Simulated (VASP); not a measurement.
Here is a VASP 6.6.1 calculation.

The input INCAR:

```
SYSTEM = BAs
  PREC = Accurate
  ENCUT = 520
  EDIFF = 1E-6
  ISMEAR = 0
  SIGMA = 0.05
  LREAL = .FALSE.
  LASPH = .TRUE.
  NELM = 80
  ALGO = Normal
  ISIF = 2
  LWAVE = .FALSE.
  LCHARG = .FALSE.
  GGA = PE
  NBANDS = 11
```

KPOINTS

```
Automatic mesh
0
G
  10 10 10
  0 0 0
```

Contents of POSCAR:

```
BAs
1.0
    0.0000000000      2.1974200000      2.3885000000
    2.1974200000      0.0000000000      2.3885000000
    2.1974200000      2.1974200000      0.0000000000
B As
1 1
Direct
    0.0000000000      0.0000000000      0.0000000000
    0.7500000000      0.7500000000      0.7500000000
```

Potentials or basis: VASP PAW PBE potentials, release 64 (B, As).

The run is started by

```console
$ cat potpaw_PBE.64/B/POTCAR potpaw_PBE.64/As/POTCAR > POTCAR
$ mpirun -np 1 vasp_std > vasp.out
```

Problem. Estimate the band gap on the k mesh.

Solution. 0.30 eV, indirect (least direct gap 3.06 eV).

Problem. What does it give for the pressure?

Solution. 37.1 GPa.

Stress tensor (GPa, compression positive):
```
44.49  0.00  0.00
 0.00 44.49  0.00
 0.00  0.00 22.32
```

Caveat: the cell differs from its parent crystal (strain -0.080 along x and y, +0.000 along z). A k mesh can miss the band edges.
